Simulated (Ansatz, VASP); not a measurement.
**SiO2: VASP beside Ansatz**

```
Si O
1.0
     4.98600    0.00000    0.00000
     0.00000    4.98600    0.00000
     0.00000    0.00000    6.97700
Si O
4 8
Cartesian
  1.5115 1.5115 0.0000
  0.9815 4.0045 1.7443
  3.4745 3.4745 3.4885
  4.0045 0.9815 5.2328
  1.1849 0.5618 1.2772
  1.9312 3.6779 3.0215
  3.8011 4.4242 4.7657
  3.0548 1.3081 6.5100
  3.6779 1.9312 3.9555
  4.4242 3.8011 2.2113
  1.3081 3.0548 0.4670
  0.5618 1.1849 5.6998
```

Alike in both runs: functional PBE; k mesh 5 × 5 × 4; occupations fermi-dirac, width 0.02 eV; no spin polarisation.

Ansatz relaxed the structure, and its values are those at the end. VASP's run is a single point on that final structure, the one shown.

|  | VASP | Ansatz |
| --- | --- | --- |
| version | VASP 6.6.1 | Ansatz 0.2.0 |
| potentials or method | VASP PAW PBE potentials, release 64 (Si, O) | plane-wave PAW, scalar-relativistic |
| plane-wave cutoff (eV) | 520 | 420 |
| valence electrons in the cell | 64 | 64 |

```tsv
	VASP	Ansatz	Ansatz less VASP
gap on the k mesh at the Fermi level (eV)	5.61	5.61	0.000
pressure (GPa)	1.2	1.1	-0.12
rms of the force components (eV/Å)	0.018	0.012	-0.0061
```

Ansatz's warnings: stress scf threshold loose.
